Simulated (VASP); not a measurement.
Here is a VASP 6.6.1 calculation.

INCAR

```
SYSTEM = Al
ALGO     = Normal         ! electronic algorithm
EDIFF    = 1E-7           ! SCF threshold, eV
ENCUT    = 520            ! plane-wave cutoff, eV
GGA      = PS             ! functional
ISIF     = 2              ! what is computed and relaxed
ISMEAR   = 0              ! smearing method
LASPH    = .TRUE.         ! aspherical terms in the spheres
LCHARG   = .FALSE.        ! write CHGCAR
LREAL    = .FALSE.        ! projectors in reciprocal space
LWAVE    = .FALSE.        ! write WAVECAR
NBANDS   = 8              ! bands
NELM     = 80             ! most SCF steps
PREC     = Accurate       ! precision mode
SIGMA    = 0.15           ! smearing width, eV
```

KPOINTS

```
k-points
0
G
  20 20 20
  0 0 0
```

File POSCAR:

```
Al
1.0
    0.0000000000      2.0239800000      2.1454188000
    2.0239800000      0.0000000000      2.1454188000
    2.0239800000      2.0239800000      0.0000000000
Al
1
Direct
    0.0000000000      0.0000000000      0.0000000000
```

Potentials or basis: VASP PAW PBE potentials, release 64 (Al).

Launch:

```bash
$ cat potpaw_PBE.64/Al/POTCAR > POTCAR
$ mpirun -np 1 vasp_std > vasp.out
```

**Question.** What does it give for the pressure?

**Answer.** -5.4 GPa.

Stress tensor (GPa, compression positive):
```
-4.68  0.00  0.00
 0.00 -4.68  0.00
 0.00  0.00 -6.94
```

Caveat: the cell differs from its parent crystal (strain +0.0600 x Voigt [0, 0, 1, 0, 0, 0]); the PAW data sets were made with another functional, which shifts forces and pressure a little.
